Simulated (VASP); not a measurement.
# InP in VASP: notebook

Runs on InP. Level: PBE. Tasks: single point.

Program: VASP 6.6.1. These are calculated values, not measurements. Logs are shortened: lines on timing, memory, paths and dates and some standing lists are left out, and cuts for length are marked.

**1. The cell of the first run**

The cell holds a wire or tube with vacuum around it, 2 atoms: a = 9.000 Å, b = 9.300 Å, c = 4.645 Å, α = 90.00°, β = 90.00°, γ = 90.00°.

**2. Single point, PBE, collinear spin**

Contents of INCAR:

```
PREC = Accurate
ENCUT = 520
EDIFF = 1E-6
ISMEAR = 0
SIGMA = 0.05
LREAL = False
LASPH = True
NELM = 150
ALGO = Normal
ISIF = 2
LWAVE = False
LCHARG = False
ISPIN = 2
MAGMOM = 0.5 0.5
LORBIT = 11
GGA = PE
NBANDS = 20
```

Contents of KPOINTS:

```
regular mesh
0
Gamma
  1 1 14
```

Contents of POSCAR:

```
InP
1.0
    9.0000000000      0.0000000000      0.0000000000
    0.0000000000      9.3000000000      0.0000000000
    0.0000000000      0.0000000000      4.6454136060
In P
1 1
Direct
    0.5000000000      0.5000000000      0.0000000000
    0.5000000000      0.5000000000      0.5000000000
```

Potentials or basis: VASP PAW PBE potentials, release 64 (In_d, P).

On the command line:

```console
cat potpaw_PBE.64/In_d/POTCAR potpaw_PBE.64/P/POTCAR > POTCAR
mpirun -np 1 vasp_std > vasp.out
```

OUTCAR:

```text
PREC = Accurate
   ENCUT = 520
   EDIFF = 1E-6
   ISMEAR = 0
   LREAL = False
   LASPH = True
   NELM = 150
   ISIF = 2
   ISPIN = 2
   LORBIT = 11
   GGA = PE

 ion  position               nearest neighbor table
   1  0.500  0.500  0.000-   2 2.32   2 2.32
   2  0.500  0.500  0.500-   1 2.32   1 2.32

  LATTYP: Found a simple orthorhombic cell.
 ALAT       =     4.6454136060
 B/A-ratio  =     1.9373947647
 C/A-ratio  =     2.0019745902

  Lattice vectors:

 A1 = (   0.0000000000,   0.0000000000,   4.6454136060)
 A2 = (   9.0000000000,   0.0000000000,   0.0000000000)
 A3 = (   0.0000000000,   9.3000000000,   0.0000000000)

Analysis of symmetry for initial positions (statically):
=====================================================================
 Subroutine PRICEL returns:
 Original cell was already a primitive cell.

 Routine SETGRP: Setting up the symmetry group for a
 simple orthorhombic supercell.

 Subroutine GETGRP returns: Found  8 space group operations
 (whereof  8 operations were pure point group operations)
 out of a pool of  8 trial point group operations.

The static configuration has the point symmetry D_2h.

Analysis of symmetry for dynamics (positions and initial velocities):
=====================================================================
 Subroutine PRICEL returns:
 Original cell was already a primitive cell.

 Routine SETGRP: Setting up the symmetry group for a
 simple orthorhombic supercell.

 Subroutine GETGRP returns: Found  8 space group operations
 (whereof  8 operations were pure point group operations)
 out of a pool of  8 trial point group operations.

The dynamic configuration has the point symmetry D_2h.

Analysis of structural, dynamic, and magnetic symmetry:
=====================================================================
 Subroutine PRICEL returns:
 Original cell was already a primitive cell.

 Routine SETGRP: Setting up the symmetry group for a
 simple orthorhombic supercell.

 Subroutine GETGRP returns: Found  8 space group operations
 (whereof  8 operations were pure point group operations)
 out of a pool of  8 trial point group operations.

The overall configuration has the point symmetry D_2h.

 Subroutine INISYM returns: Found  8 space group operations
 (whereof  8 operations are pure point group operations),
 and found     1 'primitive' translations

----------------------------------------------------------------------------------------

                                     Primitive cell

  volume of cell :     388.8211

  direct lattice vectors                    reciprocal lattice vectors
     9.000000000  0.000000000  0.000000000     0.111111111  0.000000000  0.000000000
     0.000000000  9.300000000  0.000000000     0.000000000  0.107526882  0.000000000
     0.000000000  0.000000000  4.645413606     0.000000000  0.000000000  0.215266085

  length of vectors
     9.000000000  9.300000000  4.645413606     0.111111111  0.107526882  0.215266085

  position of ions in fractional coordinates (direct lattice)
     0.500000000  0.500000000  0.000000000
     0.500000000  0.500000000  0.500000000

  ion indices of the primitive-cell ions
   primitive index   ion index
                 1           1
                 2           2

----------------------------------------------------------------------------------------

 KPOINTS: regular mesh

Automatic generation of k-mesh.
 Grid dimensions read from file:
 generate k-points for:    1    1   14

 Generating k-lattice:

  Cartesian coordinates                     Fractional coordinates (reciprocal lattice)
     0.111111111  0.000000000  0.000000000     1.000000000  0.000000000  0.000000000
     0.000000000  0.107526882  0.000000000     0.000000000  1.000000000  0.000000000
     0.000000000  0.000000000  0.015376149     0.000000000  0.000000000  0.071428571

  Length of vectors
     0.111111111  0.107526882  0.015376149

  Shift w.r.t. Gamma in fractional coordinates (k-lattice)
     0.000000000  0.000000000  0.000000000

 Subroutine IBZKPT returns following result:
 ===========================================

 Found      8 irreducible k-points:

 Following reciprocal coordinates:
            Coordinates               Weight
  0.000000  0.000000  0.000000      1.000000
  0.000000  0.000000  0.071429      2.000000
  0.000000  0.000000  0.142857      2.000000
  0.000000  0.000000  0.214286      2.000000
  0.000000  0.000000  0.285714      2.000000
  0.000000  0.000000  0.357143      2.000000
  0.000000  0.000000  0.428571      2.000000
  0.000000  0.000000  0.500000      1.000000
   k-points           NKPTS =      8   k-points in BZ     NKDIM =      8   number of bands    NBANDS=     20
   number of dos      NEDOS =    301   number of ions     NIONS =      2
   total plane-waves  NPLWV = 176400
   dimension x,y,z NGX =    70 NGY =   70 NGZ =   36
   dimension x,y,z NGXF=   140 NGYF=  140 NGZF=   72
   ions per type =               1   1
   NGX,Y,Z   is equivalent  to a cutoff of  12.93, 12.51, 12.88 a.u.
   NGXF,Y,Z  is equivalent  to a cutoff of  25.86, 25.03, 25.77 a.u.
 SYSTEM =  unknown system
   PREC   = accura    normal or accurate (medium, high low for compatibility)
   ISTART =      0    job   : 0-new  1-cont  2-samecut
   ICHARG =      2    charge: 1-file 2-atom 10-const
   ISPIN  =      2    spin polarized calculation?
   LNONCOLLINEAR =      F non collinear calculations
   LSORBIT =      F    spin-orbit coupling
   LASPH  =      T    aspherical Exc in radial PAW
   ENCUT  =  520.0 eV  38.22 Ry    6.18 a.u.  16.73 17.29  8.64*2*pi/ulx,y,z
   NELM   =    150;   NELMIN=  2; NELMDL= -5     # of ELM steps
   EDIFF  = 0.1E-05   stopping-criterion for ELM
   LREAL  =      F    real-space projection
   EDIFFG = 0.1E-04   stopping-criterion for IOM
   NSW    =      0    number of steps for IOM
   IBRION =     -1    ionic relax: 0-MD 1-quasi-New 2-CG
   NFREE  =      0    steps in history (QN), initial steepest desc. (CG)
   ISIF   =      2    stress and relaxation
   ISYM   =      2    0-nonsym 1-usesym 2-fastsym
   POTIM  = 0.5000    time-step for ionic-motion
   TEBEG  =    0.0;   TEEND  =   0.0 temperature during run
   PSTRESS=    0.0 pullay stress
   NELECT =      18.0000    total number of electrons
   NUPDOWN=      -1.0000    fix difference up-down
   EMIN   =  10.00;   EMAX   =-10.00  energy-range for DOS
   EFERMI =   0.00;   METHOD = LEGACY
   ISMEAR =     0;   SIGMA  =   0.05  broadening in eV -4-tet -1-fermi 0-gaus
   EFERMI_NEDOS =   21; number of points for ismear=-14 and -15
   IALGO  =     38    algorithm
   IMIX   =      4    mixing-type and parameters
     AMIX     =   0.40;   BMIX     =  1.00
     AMIX_MAG =   1.60;   BMIX_MAG =  1.00
  volume/ion in A,a.u.               =     194.41      1311.95
  Fermi-wavevector in a.u.,A,eV,Ry     =   0.587826  1.110831  4.701355  0.345540
  Thomas-Fermi vector in A             =   1.634852
   LORBIT       =     11    0 simple, 1 ext, 2 COOP (PROOUT), +10 PAW based schemes
   GGA     = PE    functional components
   LHFCALC =     F    Hartree Fock is set to
   AEXX    =    0.0000 exact exchange contribution
   IVDW    =     0    specifies the selected vdW correction
   LEPSILON=     F    determine dielectric tensor
   LRPA    =     F    only Hartree local field effects (RPA)
 spin polarized calculation
 Gauss-broadening in eV      SIGMA  =   0.05
  energy-cutoff  :      520.00
  volume of cell :      388.82
 maximum number of plane-waves:     10551
 NGX is ok and might be reduce to    70
   NGX = 33   NGY = 35   NGZ = 17

 number of electron      17.9999999 magnetization       0.4285613

 Free energy of the ion-electron system (eV)
  ---------------------------------------------------
  ext. energy  EPLUGINS =         0.00000000
  ---------------------------------------------------
  free energy    TOTEN  =        -5.51367361 eV

  energy without entropy =       -5.51365404  energy(sigma->0) =       -5.51366383

 E-fermi :  -3.7464     XC(G=0):  -2.3734

 val. band max:       -3.8685380319   @ k =   0.0000   0.0000   0.3571
 cond. band min:      -3.6241242504   @ k =   0.0000   0.0000   0.4286
 fundamental gap:      0.2444137815
 Fermi energy:        -3.7463617674

 spin component 1

 k-point     1 :       0.0000    0.0000    0.0000
  band No.  band energies     occupation
      1     -18.8345      1.00000
      2     -18.2161      1.00000
      3     -18.2160      1.00000
      4     -18.1973      1.00000
      5     -18.1973      1.00000
      6     -13.1511      1.00000
[... 12 lines left out ...]
     19       4.4698      0.00000
     20       4.4965      0.00000

 k-point     2 :       0.0000    0.0000    0.0714
  band No.  band energies     occupation
      1     -18.8239      1.00000
      2     -18.2168      1.00000
      3     -18.2167      1.00000
      4     -18.1973      1.00000
      5     -18.1973      1.00000
      6     -13.1516      1.00000
[... 12 lines left out ...]
     19       4.2907      0.00000
     20       4.3653      0.00000

 k-point     3 :       0.0000    0.0000    0.1429
  band No.  band energies     occupation
      1     -18.7936      1.00000
      2     -18.2187      1.00000
      3     -18.2187      1.00000
      4     -18.1972      1.00000
      5     -18.1972      1.00000
      6     -13.1533      1.00000
[... 12 lines left out ...]
     19       4.3121      0.00000
     20       4.3905      0.00000

 k-point     4 :       0.0000    0.0000    0.2143
  band No.  band energies     occupation
      1     -18.7490      1.00000
      2     -18.2216      1.00000
      3     -18.2215      1.00000
      4     -18.1971      1.00000
      5     -18.1971      1.00000
      6     -13.1561      1.00000
[... 58 lines left out ...]
     19       3.7115      0.00000
     20       4.2289      0.00000

 k-point     7 :       0.0000    0.0000    0.4286
  band No.  band energies     occupation
      1     -18.6179      1.00000
      2     -18.2295      1.00000
      3     -18.2295      1.00000
      4     -18.1967      1.00000
      5     -18.1967      1.00000
      6     -13.1664      1.00000
[... 12 lines left out ...]
     19       3.6527      0.00000
     20       3.9223      0.00000

 k-point     8 :       0.0000    0.0000    0.5000
  band No.  band energies     occupation
      1     -18.6059      1.00000
      2     -18.2302      1.00000
      3     -18.2301      1.00000
      4     -18.1967      1.00000
      5     -18.1967      1.00000
      6     -13.1675      1.00000
[... 12 lines left out ...]
     19       3.7811      0.00000
     20       3.9098      0.00000
 Fermi energy:        -3.7463617674

 spin component 2

 k-point     1 :       0.0000    0.0000    0.0000
  band No.  band energies     occupation
      1     -18.8198      1.00000
      2     -18.2126      1.00000
      3     -18.2126      1.00000
      4     -18.2022      1.00000
      5     -18.2022      1.00000
      6     -12.9066      1.00000
[... 12 lines left out ...]
     19       4.4825      0.00000
     20       4.6439      0.00000

 k-point     2 :       0.0000    0.0000    0.0714
  band No.  band energies     occupation
      1     -18.8099      1.00000
      2     -18.2133      1.00000
      3     -18.2132      1.00000
      4     -18.2022      1.00000
      5     -18.2021      1.00000
      6     -12.9041      1.00000
[... 12 lines left out ...]
     19       4.3510      0.00000
     20       4.4397      0.00000

 k-point     3 :       0.0000    0.0000    0.1429
  band No.  band energies     occupation
      1     -18.7817      1.00000
      2     -18.2151      1.00000
      3     -18.2151      1.00000
      4     -18.2021      1.00000
      5     -18.2021      1.00000
      6     -12.8968      1.00000
[... 12 lines left out ...]
     19       4.3649      0.00000
     20       4.4518      0.00000

 k-point     4 :       0.0000    0.0000    0.2143
  band No.  band energies     occupation
      1     -18.7403      1.00000
      2     -18.2178      1.00000
      3     -18.2177      1.00000
      4     -18.2019      1.00000
      5     -18.2019      1.00000
      6     -12.8854      1.00000
[... 61 lines left out ...]
 k-point     7 :       0.0000    0.0000    0.4286
  band No.  band energies     occupation
      1     -18.6190      1.00000
      2     -18.2251      1.00000
      3     -18.2251      1.00000
      4     -18.2016      1.00000
      5     -18.2016      1.00000
      6     -12.8458      1.00000
[... 12 lines left out ...]
     19       3.6975      0.00000
     20       4.0050      0.00000

 k-point     8 :       0.0000    0.0000    0.5000
  band No.  band energies     occupation
      1     -18.6079      1.00000
      2     -18.2258      1.00000
      3     -18.2257      1.00000
      4     -18.2016      1.00000
      5     -18.2016      1.00000
      6     -12.8416      1.00000
[... 12 lines left out ...]
     19       3.8628      0.00000
     20       3.9913      0.00000

------------------------ aborting loop because EDIFF is reached ----------------------------------------

  FORCE on cell =-STRESS in cart. coord.  units (eV):
  Direction    XX          YY          ZZ          XY          YZ          ZX
  --------------------------------------------------------------------------------------
  -------------------------------------------------------------------------------------
  Total        0.0283304      0.0156389      3.2792839      0.0000000      0.0000000      0.0000000
  in kB        0.1167383      0.0644415     13.5126261      0.0000000      0.0000000      0.0000000
  external PRESSURE =       4.5646019 kB  Pullay stress =       0.0000000 kB

 VOLUME and BASIS-vectors are now :
 -----------------------------------------------------------------------------
  energy-cutoff  :      520.00
  volume of cell :      388.82
      direct lattice vectors                 reciprocal lattice vectors
     9.000000000  0.000000000  0.000000000     0.111111111  0.000000000  0.000000000
     0.000000000  9.300000000  0.000000000     0.000000000  0.107526882  0.000000000
     0.000000000  0.000000000  4.645413606     0.000000000  0.000000000  0.215266085

 POSITION                                       TOTAL-FORCE (eV/Angst)
 -----------------------------------------------------------------------------------
      4.50000      4.65000      0.00000         0.000000      0.000000      0.000000
      4.50000      4.65000      2.32271         0.000000      0.000000      0.000000
 -----------------------------------------------------------------------------------
    total drift:                                0.000000      0.000000      0.000000

  FREE ENERGIE OF THE ION-ELECTRON SYSTEM (eV)
  ---------------------------------------------------
  free  energy   TOTEN  =        -5.5136736129 eV

  energy  without entropy=       -5.5136540393  energy(sigma->0) =       -5.51366383

 total charge

# of ion       s       p       d       tot
------------------------------------------
    1        0.975   0.607   9.866  11.449
    2        1.063   1.432   0.000   2.495
--------------------------------------------------
tot          2.038   2.039   9.866  13.943

 magnetization (x)

# of ion       s       p       d       tot
------------------------------------------
    1       -0.006  -0.022   0.013  -0.015
    2        0.007   0.185   0.000   0.192
--------------------------------------------------
tot          0.001   0.163   0.013   0.177
```

Wall time 2.8 min (1 thread of Intel Xeon Platinum 8259CL at 2.50GHz (Skylake/Cascade Lake), shared host); peak memory 0.57 GiB.

Results:

```yaml
Free_energy: -5.5137 eV
Net_moment: 0.43 μB per cell
Site_moments: In -0.01; P +0.19 μB
Valence_electrons_inside_the_program's_atomic_spheres: In 11.45; P 2.50
```

Caveat: a moment this small can come from the mesh or the smearing; spin-orbit coupling is left out, which moves the levels of the heavy elements.

**3. Single point, PBE, collinear spin**

This run uses another cell than the first one.

Contents of INCAR:

```
SYSTEM = InP
PREC = Accurate
ENCUT = 520
EDIFF = 1E-7
ISMEAR = 0
SIGMA = 0.05
LREAL = .FALSE.
LASPH = .TRUE.
NELM = 150
ALGO = Normal
ISIF = 2
LWAVE = .FALSE.
LCHARG = .FALSE.
ISPIN = 2
MAGMOM = 0.5 0.5
LORBIT = 11
GGA = PE
NBANDS = 20
```

Contents of KPOINTS:

```
regular mesh
0
G
  1 1 14
  0 0 0
```

POSCAR, as its differences from that of step 2:

```diff
@@ -4,3 +4,3 @@
     0.0000000000      9.3000000000      0.0000000000
-    0.0000000000      0.0000000000      4.6454136060
+    0.0000000000      0.0000000000      4.7623441134
 In P
```

Potentials or basis: VASP PAW PBE potentials, release 64 (In_d, P).

On the command line:

```console
cat potpaw_PBE.64/In_d/POTCAR potpaw_PBE.64/P/POTCAR > POTCAR
mpirun -np 1 vasp_std > vasp.out
```

Wall time 3.3 min (1 thread of Intel Xeon Platinum 8259CL at 2.50GHz (Skylake/Cascade Lake), shared host); peak memory 0.57 GiB.

It converged, with:

- Free energy: -5.5521 eV
- Net moment: 0.43 μB per cell
- Site moments: In -0.02; P +0.20 μB
- Valence electrons inside the program's atomic spheres: In 11.38; P 2.47

Levels at points of the mesh, in eV from the Fermi level:
Spin up:
| k point | band 5 | band 6 | band 7 | band 8 | band 9 | band 10 | band 11 | band 12 | band 13 | band 14 |
| --- | --- | --- | --- | --- | --- | --- | --- | --- | --- | --- |
| (0.00, 0.00, 0.00) | -14.51 | -9.36 | -2.96 | -1.22 | -1.15 | -1.15 | 4.00 | 4.38 | 4.40 | 5.17 |
| (0.00, 0.00, 0.50) | -14.52 | -9.32 | -5.66 | -0.20 | -0.20 | 2.00 | 2.01 | 4.63 | 5.39 | 6.37 |
Spin down:
```tsv
k point	band 5	band 6	band 7	band 8	band 9	band 10	band 11	band 12	band 13	band 14
(0.00, 0.00, 0.00)	-14.51	-9.10	-2.86	-1.11	-0.84	-0.83	4.03	4.50	4.52	5.20
(0.00, 0.00, 0.50)	-14.52	-8.99	-5.64	0.24	0.24	1.99	2.00	4.68	5.46	6.39
```

Caveat: a moment this small can come from the mesh or the smearing; spin-orbit coupling is left out, which moves the levels of the heavy elements.

**4. Single point, PBE, collinear spin**

This run uses another cell than the first one.

Contents of INCAR:

```
SYSTEM = InP
PREC = Accurate
ENCUT = 520
EDIFF = 1E-6
ISMEAR = 0
SIGMA = 0.05
LREAL = .False.
LASPH = .True.
NELM = 150
ALGO = Normal
ISIF = 2
LWAVE = .False.
LCHARG = .False.
ISPIN = 2
MAGMOM = 0.5 0.5
LORBIT = 11
GGA = PE
NBANDS = 20
```

Contents of KPOINTS:

```
Automatic mesh
0
Gamma
  1 1 14
  0 0 0
```

Contents of POSCAR:

```
InP
1.0
    9.0000000000      0.0000000000      0.0000000000
    0.0000000000      9.3000000000      0.0000000000
    0.0000000000      0.0000000000      4.7626367119
In P
1 1
Direct
    0.5000000000      0.5000000000     -0.0175008020
    0.5000000000      0.5000000000      0.4825008020
```

On the command line:

```console
cat potpaw_PBE.64/In_d/POTCAR potpaw_PBE.64/P/POTCAR > POTCAR
mpirun -np 1 vasp_std > vasp.out
```

Run time: 3 min. Hardware: 1 thread of Intel Xeon Platinum 8259CL at 2.50GHz (Skylake/Cascade Lake), shared host; peak memory 0.57 GiB.

The run converged. Its results:

| Quantity | Value |
| --- | --- |
| Free energy | -5.5521 eV |
| Net moment | 0.43 μB per cell |
| Site moments | In -0.02; P +0.20 μB |
| Valence electrons inside the program's atomic spheres | In 11.38; P 2.47 |

Levels at points of the mesh, in eV from the Fermi level:
Spin up:
| k point | band 6 | band 7 | band 8 | band 9 | band 10 | band 11 | band 12 | band 13 |
| --- | --- | --- | --- | --- | --- | --- | --- | --- |
| (0.00, 0.00, 0.00) | -9.36 | -2.96 | -1.22 | -1.15 | -1.15 | 4.00 | 4.38 | 4.40 |
| (0.00, 0.00, 0.50) | -9.32 | -5.66 | -0.20 | -0.20 | 2.00 | 2.01 | 4.63 | 5.39 |
Spin down:
| k point | band 6 | band 7 | band 8 | band 9 | band 10 | band 11 | band 12 | band 13 |
| --- | --- | --- | --- | --- | --- | --- | --- | --- |
| (0.00, 0.00, 0.00) | -9.10 | -2.86 | -1.11 | -0.84 | -0.83 | 4.03 | 4.50 | 4.52 |
| (0.00, 0.00, 0.50) | -8.99 | -5.64 | 0.24 | 0.24 | 1.99 | 2.00 | 4.68 | 5.46 |

Caveat: a moment this small can come from the mesh or the smearing; spin-orbit coupling is left out, which moves the levels of the heavy elements.

**5. Overview**

```csv
cell,gap on the mesh (eV),moment (μB)
"a = 9.000, b = 9.300, c = 4.645 Å, 2 atoms",none,0.43
"a = 9.000, b = 9.300, c = 4.762 Å, 2 atoms",none,0.43
"a = 9.000, b = 9.300, c = 4.763 Å, 2 atoms",none,0.43
```

Alike in all rows: task single point; level PBE; potentials or basis VASP PAW PBE potentials, release 64 (In_d, P); spin collinear; k mesh 1 × 1 × 14; cutoff (eV) 520; smearing gaussian 0.05 eV.

Caveats: a moment this small can come from the mesh or the smearing; spin-orbit coupling is left out, which moves the levels of the heavy elements.

Total energies depend on the potentials used, so only differences within one code and one set of settings carry meaning.

The gap in the log of VASP goes by the Fermi energy; the results here count the filled bands.